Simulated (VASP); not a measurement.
Sb, 2 atoms in the cell. The structure is hexagonal, space group P6_3/mmc (No. 194). The conventional cell has a = 3.369 Å, b = 3.369 Å, c = 5.170 Å, α = 90.00°, β = 90.00°, γ = 120.00°. Sb (site symmetry -6m2) has 12 Sb at 3.24 to 3.37 Å within 4.3 Å. This isn't the form of Sb at room conditions, which is rhombohedral. This cell differs from its parent crystal: zz strain of -3 %.

| Property | Result |
| --- | --- |
| Program | VASP 6.6.1 |
| Task | electric field gradients |
| Functional | PBEsol |
| Potentials or basis | VASP PAW PBE potentials, release 64 (Sb) |
| Cutoff | 520 eV |
| k mesh | 12 × 12 × 7 |
| Occupations | fermi-dirac, width 0.05 eV |
| Spin | no spin polarisation |
| Dipole correction | no |
| Further INCAR settings | ALGO = Normal; EDIFF = 1e-08; NBANDS = 12 |

Potentials or basis: VASP PAW PBE potentials, release 64 (Sb).

Command:

```console
$ cat potpaw_PBE.64/Sb/POTCAR > POTCAR
$ mpirun -np 1 vasp_std > vasp.out
```

Hardware: 1 thread of Intel Xeon 8259CL, with other jobs on the host.

How long does it take, and how much memory?

It took 66 s on 1 thread of Intel Xeon 8259CL, with other jobs on the host, peak memory 0.2 GiB. Counts: scf iterations 13, k points 76.
